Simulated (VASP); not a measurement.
Wanted: the native input for a VASP 6.6.1 run.

```
Task                   : single point
Functional             : PBE
Potentials or basis    : VASP PAW PBE potentials, release 64 (Hf_pv, B)
Cutoff                 : 520 eV
k mesh                 : 15 × 15 × 15
Occupations            : fermi-dirac, width 0.05 eV
Spin                   : no spin polarisation
Dipole correction      : no
Further INCAR settings : ALGO = Normal; EDIFF = 1e-07; NBANDS = 14
```

The structure of HfB lies in POSCAR:

```
HfB
1.0
    0.0000000000      2.2905873175      2.2905873175
    2.2905873175      0.0000000000      2.2905873175
    2.2905873175      2.2905873175      0.0000000000
Hf B
1 1
Direct
    0.5000000000      0.5000000000      0.5000000000
    0.0000000000      0.0000000000      0.0000000000
```

This cell differs from its parent crystal: volume scaled by 0.975.

The input as run:

INCAR

```
  ALGO = Normal
  EDIFF = 1E-7
  ENCUT = 520
  GGA = PE
  ISIF = 2
  ISMEAR = -1
  LASPH = T
  LCHARG = T
  LELF = T
  LREAL = F
  LVHAR = T
  LWAVE = F
  NBANDS = 14
  NELM = 80
  PREC = Accurate
  SIGMA = 0.05
```

KPOINTS

```
k-points
0
Gamma
  15 15 15
```

Potentials or basis: VASP PAW PBE potentials, release 64 (Hf_pv, B).

The run is started by

```bash
$ cat potpaw_PBE.64/Hf_pv/POTCAR potpaw_PBE.64/B/POTCAR > POTCAR
$ mpirun -np 1 vasp_std > vasp.out
```

Results of the run:

```yaml
Pressure: 38.3 GPa
```

Wall time 22 s on 1 thread of Intel Xeon 8259CL (shared host), peak memory 0.17 GiB.
